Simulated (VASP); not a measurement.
Sb:

```xyz
2
Lattice="2.1506 1.2416 3.7440 -2.1506 1.2416 3.7440 0.0000 -2.4833 3.7440" Properties=species:S:1:pos:R:3 pbc="T T T"
Sb    0.0000    0.0000    2.6242
Sb    0.0000    0.0000    8.6078
```

Base run:

| Quantity | Value |
| --- | --- |
| Program | VASP 6.6.1 |
| Functional | PBE |
| Potentials or basis | VASP PAW PBE potentials, release 64 (Sb) |
| Cutoff | 520 eV |
| k mesh | 9 × 9 × 9 |
| Occupations | fermi-dirac, width 0.05 eV |
| Spin | no spin polarisation |

Its results: band gap on the k mesh 0.07 eV, indirect (least direct gap 0.49 eV); pressure 3.2 GPa; largest force 0.244 eV/Å.

Task: After a change of settings the same cell gave: band gap on the k mesh 0.07 eV, indirect (least direct gap 0.48 eV); pressure 0.6 GPa; largest force 0.200 eV/Å. Which change was it?
A. functional from PBE to r2SCAN; further incar settings from ALGO = Normal; EDIFF = 1e-07; NBANDS = 12 to ALGO = Normal; EDIFF = 1e-08; NBANDS = 12
B. further incar settings from ALGO = Normal; EDIFF = 1e-07; NBANDS = 12 to ALGO = Normal; EDIFF = 1e-08; NBANDS = 12
C. functional from PBE to PBEsol
D. further incar settings from ALGO = Normal; EDIFF = 1e-07; NBANDS = 12 to ALGO = Normal; EDIFF = 1e-06; NBANDS = 12

Result: C.

PBEsol binds more tightly than PBE, so the same cell stands under less pressure.

Caveats: spin-orbit coupling is left out, which moves the levels of the heavy elements; the PAW data sets were made with another functional, which shifts forces and pressure a little (some runs).
